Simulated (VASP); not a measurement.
A run of VASP 6.6.1 is set up as follows.

Contents of INCAR:

```
SYSTEM = P
  PREC = Accurate
  ENCUT = 520
  EDIFF = 1E-6
  ISMEAR = 0
  SIGMA = 0.05
  LREAL = .False.
  LASPH = .True.
  NELM = 80
  ALGO = Normal
  ISIF = 2
  LWAVE = .False.
  LCHARG = .False.
  GGA = PS
  NBANDS = 18
```

KPOINTS

```
Automatic mesh
0
Gamma
  8 1 6
  0 0 0
```

POSCAR

```
P
1.0
    3.2837277200      0.0000000000      0.0000000000
    0.0000000000     34.8570309900      0.0000000000
    0.0000000000      0.0000000000      4.6320847100
P
4
Direct
   -0.0170557432      0.9702614300      0.6029196671
    0.0000000000      0.0297385700      0.4078492800
    0.5000000000      0.0297385700      0.0921507200
    0.5000000000      0.9702614300      0.9078492800
```

Potentials or basis: VASP PAW PBE potentials, release 64 (P).

The run is started by

```bash
$ cat potpaw_PBE.64/P/POTCAR > POTCAR
$ mpirun -np 1 vasp_std > vasp.out
```

(1) What does it give for the largest force?

(2) What does it give for the band gap on the k mesh?

Results:

(1) 1.275 eV/Å.

(2) 0.81 eV.

Caveat: the cell differs from its parent crystal (atom 1 (P) moved +0.075 Å towards its neighbour atom 4 (P) at 2.199 Å); the PAW data sets were made with another functional, which shifts forces and pressure a little.
